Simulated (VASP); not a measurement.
# CaO (P6_3/mmc) in VASP: a series of runs

CaO is run at these levels: PBE, LDA, r2SCAN; tasks: single point.

All numbers are computed with VASP 6.6.1; they aren't measurements. Logs are shortened: lines on timing, memory, paths and dates and some standing lists are left out, and cuts for length are marked.

### 1 The cell of the first run

Symmetry: P6_3/mmc, No. 194, hexagonal system. The conventional cell has a = 3.981 Å, b = 3.981 Å, c = 4.770 Å, α = 90.00°, β = 90.00°, γ = 120.00°. Within 3.0 Å of Ca (site symmetry -6m2) lie 5 O at 2.30 to 2.39 Å. Within 3.0 Å of O (site symmetry -6m2) lie 5 Ca at 2.30 to 2.39 Å.

### 2 Single point, PBE

INCAR reads:

```
PREC = Accurate
ENCUT = 520
EDIFF = 1E-6
ISMEAR = 0
SIGMA = 0.01
LREAL = F
LASPH = T
NELM = 60
ALGO = Normal
ISIF = 2
LWAVE = F
LCHARG = T
GGA = PE
LELF = T
LVHAR = T
NBANDS = 24
```

KPOINTS reads:

```
regular mesh
0
Gamma
  6 6 4
```

POSCAR reads:

```
CaO
1.0
    3.9808380002      0.0000000000      0.0000000000
   -1.9904190001      3.4475068365      0.0000000000
    0.0000000000      0.0000000000      4.7704440691
Ca O
2 2
Direct
    0.3333333333      0.6666666667     -0.0625000000
    0.6666666667      0.3333333333      0.4375000000
    0.3333333333      0.6666666667      0.4375000000
    0.6666666667      0.3333333333      0.9375000000
```

Potentials or basis: VASP PAW PBE potentials, release 64 (Ca_sv, O).

Command:

```
cat potpaw_PBE.64/Ca_sv/POTCAR potpaw_PBE.64/O/POTCAR > POTCAR
mpirun -np 1 vasp_std > vasp.out
```

OUTCAR:

```text
PREC = Accurate
   ENCUT = 520
   EDIFF = 1E-6
   ISMEAR = 0
   LREAL = F
   LASPH = T
   NELM = 60
   ISIF = 2
   GGA = PE

 ion  position               nearest neighbor table
   1  0.333  0.667  0.938-   4 2.30   4 2.30   4 2.30   3 2.39   3 2.39
   2  0.667  0.333  0.438-   3 2.30   3 2.30   3 2.30   4 2.39   4 2.39
   3  0.333  0.667  0.438-   2 2.30   2 2.30   2 2.30   1 2.39   1 2.39
   4  0.667  0.333  0.938-   1 2.30   1 2.30   1 2.30   2 2.39   2 2.39

  LATTYP: Found a hexagonal cell.
 ALAT       =     3.9808380002
 C/A-ratio  =     1.1983517211

  Lattice vectors:

 A1 = (   3.9808380002,   0.0000000000,   0.0000000000)
 A2 = (  -1.9904190001,   3.4475068365,   0.0000000000)
 A3 = (   0.0000000000,   0.0000000000,   4.7704440691)

Analysis of symmetry for initial positions (statically):
=====================================================================
 Subroutine PRICEL returns:
 Original cell was already a primitive cell.

 Routine SETGRP: Setting up the symmetry group for a
 hexagonal supercell.

 Subroutine GETGRP returns: Found 24 space group operations
 (whereof  6 operations were pure point group operations)
 out of a pool of 24 trial point group operations.

The static configuration has the point symmetry C_3v.
 The point group associated with its full space group is D_6h.

Analysis of symmetry for dynamics (positions and initial velocities):
=====================================================================
 Subroutine PRICEL returns:
 Original cell was already a primitive cell.

 Routine SETGRP: Setting up the symmetry group for a
 hexagonal supercell.

 Subroutine GETGRP returns: Found 24 space group operations
 (whereof  6 operations were pure point group operations)
 out of a pool of 24 trial point group operations.

The dynamic configuration has the point symmetry C_3v.
 The point group associated with its full space group is D_6h.

 Subroutine INISYM returns: Found 24 space group operations
 (whereof  6 operations are pure point group operations),
 and found     1 'primitive' translations

----------------------------------------------------------------------------------------

                                     Primitive cell

  volume of cell :      65.4694

  direct lattice vectors                    reciprocal lattice vectors
     3.980838000  0.000000000  0.000000000     0.251203390  0.145032345  0.000000000
    -1.990419000  3.447506837  0.000000000     0.000000000  0.290064689  0.000000000
     0.000000000  0.000000000  4.770444069     0.000000000  0.000000000  0.209624091

  length of vectors
     3.980838000  3.980838000  4.770444069     0.290064689  0.290064689  0.209624091

  position of ions in fractional coordinates (direct lattice)
     0.333333333  0.666666667  0.937500000
     0.666666667  0.333333333  0.437500000
     0.333333333  0.666666667  0.437500000
     0.666666667  0.333333333  0.937500000

  ion indices of the primitive-cell ions
   primitive index   ion index
                 1           1
                 2           2
                 3           3
                 4           4

----------------------------------------------------------------------------------------

 KPOINTS: regular mesh

Automatic generation of k-mesh.
 Grid dimensions read from file:
 generate k-points for:    6    6    4

 Generating k-lattice:

  Cartesian coordinates                     Fractional coordinates (reciprocal lattice)
     0.041867232  0.024172057  0.000000000     0.166666667  0.000000000  0.000000000
     0.000000000  0.048344115  0.000000000     0.000000000  0.166666667  0.000000000
     0.000000000  0.000000000  0.052406023     0.000000000  0.000000000  0.250000000

  Length of vectors
     0.048344115  0.048344115  0.052406023

  Shift w.r.t. Gamma in fractional coordinates (k-lattice)
     0.000000000  0.000000000  0.000000000

 Subroutine IBZKPT returns following result:
 ===========================================

 Found     21 irreducible k-points:

 Following reciprocal coordinates:
            Coordinates               Weight
  0.000000  0.000000  0.000000      1.000000
  0.166667  0.000000  0.000000      6.000000
  0.333333  0.000000  0.000000      6.000000
  0.500000  0.000000  0.000000      3.000000
  0.166667  0.166667  0.000000      6.000000
  0.333333  0.166667  0.000000     12.000000
[... 13 lines left out ...]
  0.333333  0.166667  0.500000     12.000000
  0.333333  0.333333  0.500000      2.000000
   k-points           NKPTS =     21   k-points in BZ     NKDIM =     21   number of bands    NBANDS=     24
   number of dos      NEDOS =    301   number of ions     NIONS =      4
   total plane-waves  NPLWV =  32400
   dimension x,y,z NGX =    30 NGY =   30 NGZ =   36
   dimension x,y,z NGXF=    60 NGYF=   60 NGZF=   72
   ions per type =               2   2
   NGX,Y,Z   is equivalent  to a cutoff of  12.53, 12.53, 12.55 a.u.
   NGXF,Y,Z  is equivalent  to a cutoff of  25.06, 25.06, 25.09 a.u.
 SYSTEM =  unknown system
   PREC   = accura    normal or accurate (medium, high low for compatibility)
   ISTART =      0    job   : 0-new  1-cont  2-samecut
   ICHARG =      2    charge: 1-file 2-atom 10-const
   ISPIN  =      1    spin polarized calculation?
   LNONCOLLINEAR =      F non collinear calculations
   LSORBIT =      F    spin-orbit coupling
   LASPH  =      T    aspherical Exc in radial PAW
   ENCUT  =  520.0 eV  38.22 Ry    6.18 a.u.   7.40  7.40  8.87*2*pi/ulx,y,z
   NELM   =     60;   NELMIN=  2; NELMDL= -5     # of ELM steps
   EDIFF  = 0.1E-05   stopping-criterion for ELM
   LREAL  =      F    real-space projection
   EDIFFG = 0.1E-04   stopping-criterion for IOM
   NSW    =      0    number of steps for IOM
   IBRION =     -1    ionic relax: 0-MD 1-quasi-New 2-CG
   NFREE  =      0    steps in history (QN), initial steepest desc. (CG)
   ISIF   =      2    stress and relaxation
   ISYM   =      2    0-nonsym 1-usesym 2-fastsym
   POTIM  = 0.5000    time-step for ionic-motion
   TEBEG  =    0.0;   TEEND  =   0.0 temperature during run
   PSTRESS=    0.0 pullay stress
   NELECT =      32.0000    total number of electrons
   NUPDOWN=      -1.0000    fix difference up-down
   EMIN   =  10.00;   EMAX   =-10.00  energy-range for DOS
   EFERMI =   0.00;   METHOD = LEGACY
   ISMEAR =     0;   SIGMA  =   0.01  broadening in eV -4-tet -1-fermi 0-gaus
   EFERMI_NEDOS =   21; number of points for ismear=-14 and -15
   IALGO  =     38    algorithm
   IMIX   =      4    mixing-type and parameters
     AMIX     =   0.40;   BMIX     =  1.00
     AMIX_MAG =   1.60;   BMIX_MAG =  1.00
  volume/ion in A,a.u.               =      16.37       110.45
  Fermi-wavevector in a.u.,A,eV,Ry     =   1.289571  2.436936 22.626407  1.662994
  Thomas-Fermi vector in A             =   2.421456
   LORBIT       =      0    0 simple, 1 ext, 2 COOP (PROOUT), +10 PAW based schemes
   GGA     = PE    functional components
   LHFCALC =     F    Hartree Fock is set to
   AEXX    =    0.0000 exact exchange contribution
   IVDW    =     0    specifies the selected vdW correction
   LEPSILON=     F    determine dielectric tensor
   LRPA    =     F    only Hartree local field effects (RPA)
 non-spin polarized calculation
 Gauss-broadening in eV      SIGMA  =   0.01
  energy-cutoff  :      520.00
  volume of cell :       65.47
 maximum number of plane-waves:      1811
 NGX is ok and might be reduce to    30
   NGX = 15   NGY = 15   NGZ = 17

 number of electron      32.0000011 magnetization

 Free energy of the ion-electron system (eV)
  ---------------------------------------------------
  ext. energy  EPLUGINS =         0.00000000
  ---------------------------------------------------
  free energy    TOTEN  =       -25.33786008 eV

  energy without entropy =      -25.33786008  energy(sigma->0) =      -25.33786008

 E-fermi :   1.4336     XC(G=0):  -9.4332

 val. band max:        1.3884944569   @ k =   0.0000   0.0000   0.0000
 cond. band min:       4.5788033664   @ k =   0.0000   0.0000   0.0000
 fundamental gap:      3.1903089095
 Fermi energy:         1.4336026720

 k-point     1 :       0.0000    0.0000    0.0000
  band No.  band energies     occupation
      1     -36.2314      2.00000
      2     -36.0958      2.00000
      3     -17.5799      2.00000
      4     -17.3314      2.00000
      5     -17.3314      2.00000
      6     -17.1300      2.00000
[... 16 lines left out ...]
     23       9.8985      0.00000
     24       9.9910      0.00000

 k-point     2 :       0.1667    0.0000    0.0000
  band No.  band energies     occupation
      1     -36.2201      2.00000
      2     -36.1004      2.00000
      3     -17.5422      2.00000
      4     -17.4471      2.00000
      5     -17.3546      2.00000
      6     -17.2704      2.00000
[... 16 lines left out ...]
     23       9.5394      0.00000
     24       9.7975      0.00000

 k-point     3 :       0.3333    0.0000    0.0000
  band No.  band energies     occupation
      1     -36.1927      2.00000
      2     -36.1144      2.00000
      3     -17.6590      2.00000
      4     -17.5106      2.00000
      5     -17.4467      2.00000
      6     -17.3972      2.00000
[... 16 lines left out ...]
     23       9.6396      0.00000
     24       9.8116      0.00000
[... 433 lines left out ...]
 k-point    20 :       0.3333    0.1667    0.5000
  band No.  band energies     occupation
      1     -36.1490      2.00000
      2     -36.1490      2.00000
      3     -18.0091      2.00000
      4     -18.0091      2.00000
      5     -17.2998      2.00000
      6     -17.2998      2.00000
[... 16 lines left out ...]
     23       9.9581      0.00000
     24       9.9581      0.00000

 k-point    21 :       0.3333    0.3333    0.5000
  band No.  band energies     occupation
      1     -36.1472      2.00000
      2     -36.1472      2.00000
      3     -18.0427      2.00000
      4     -18.0427      2.00000
      5     -17.3310      2.00000
      6     -17.3310      2.00000
[... 16 lines left out ...]
     23       9.9601      0.00000
     24       9.9601      0.00000

------------------------ aborting loop because EDIFF is reached ----------------------------------------

  FORCE on cell =-STRESS in cart. coord.  units (eV):
  Direction    XX          YY          ZZ          XY          YZ          ZX
  --------------------------------------------------------------------------------------
  -------------------------------------------------------------------------------------
  Total        0.8635619      0.8635619      1.0709656      0.0000000     -0.0000000      0.0000000
  in kB       21.1332173     21.1332173     26.2088318      0.0000000     -0.0000000      0.0000000
  external PRESSURE =      22.8250888 kB  Pullay stress =       0.0000000 kB

 VOLUME and BASIS-vectors are now :
 -----------------------------------------------------------------------------
  energy-cutoff  :      520.00
  volume of cell :       65.47
      direct lattice vectors                 reciprocal lattice vectors
     3.980838000  0.000000000  0.000000000     0.251203390  0.145032345  0.000000000
    -1.990419000  3.447506837  0.000000000     0.000000000  0.290064689  0.000000000
     0.000000000  0.000000000  4.770444069     0.000000000  0.000000000  0.209624091

 POSITION                                       TOTAL-FORCE (eV/Angst)
 -----------------------------------------------------------------------------------
     -0.00000      2.29834      4.47229         0.000000      0.000000     -0.000000
      1.99042      1.14917      2.08707        -0.000000      0.000000     -0.000000
     -0.00000      2.29834      2.08707        -0.000000      0.000000      0.000000
      1.99042      1.14917      4.47229         0.000000     -0.000000     -0.000000
 -----------------------------------------------------------------------------------
    total drift:                               -0.000000      0.000000      0.000000

  FREE ENERGIE OF THE ION-ELECTRON SYSTEM (eV)
  ---------------------------------------------------
  free  energy   TOTEN  =       -25.3378600769 eV

  energy  without entropy=      -25.3378600769  energy(sigma->0) =      -25.33786008
```

Wall time 54 s (1 thread of Intel Xeon 8259CL, shared host); peak memory 0.19 GiB.

What came out:

| Property | Result |
| --- | --- |
| Free energy | -25.3379 eV |
| Pressure | 2.3 GPa |
| Band gap on the k mesh | 3.19 eV |

Stress tensor (GPa, compression positive):
```
2.11 0.00 0.00
0.00 2.11 0.00
0.00 0.00 2.62
```

Caveat: the structure was generated, so it needn't be the stable form of CaO.

(Part 1 of 2 ends here.)
